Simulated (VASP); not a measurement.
Input of a VASP 6.6.1 run:

File INCAR:

```
SYSTEM = NaCl
PREC = Accurate
ENCUT = 520
EDIFF = 1E-6
ISMEAR = -1
SIGMA = 0.05
LREAL = .False.
LASPH = .True.
NELM = 80
ALGO = Normal
ISIF = 2
LWAVE = .False.
LCHARG = .False.
GGA = RE
NBANDS = 14
```

KPOINTS

```
regular mesh
0
Gamma
  8 8 8
  0 0 0
```

The input POSCAR:

```
NaCl
1.0
    3.5820490303      0.0000000000      0.0000000000
    0.0000000000      3.5820490303      0.0000000000
    0.0000000000      0.0000000000      3.5820490303
Cl Na
1 1
Direct
    0.5000000000      0.5000000000      0.5000000000
    0.0000000000      0.0000000000      0.0000000000
```

Potentials or basis: VASP PAW PBE potentials, release 64 (Cl, Na_pv).

Launch:

```bash
$ cat potpaw_PBE.64/Cl/POTCAR potpaw_PBE.64/Na_pv/POTCAR > POTCAR
$ mpirun -np 1 vasp_std > vasp.out
```

Task: Predict the band gap on the k mesh.

Result: 4.03 eV, indirect (least direct gap 4.46 eV).

Task: Predict the pressure.

Result: 0.0 GPa.

Caveat: the PAW data sets were made with another functional, which shifts forces and pressure a little. A k mesh can miss the band edges.
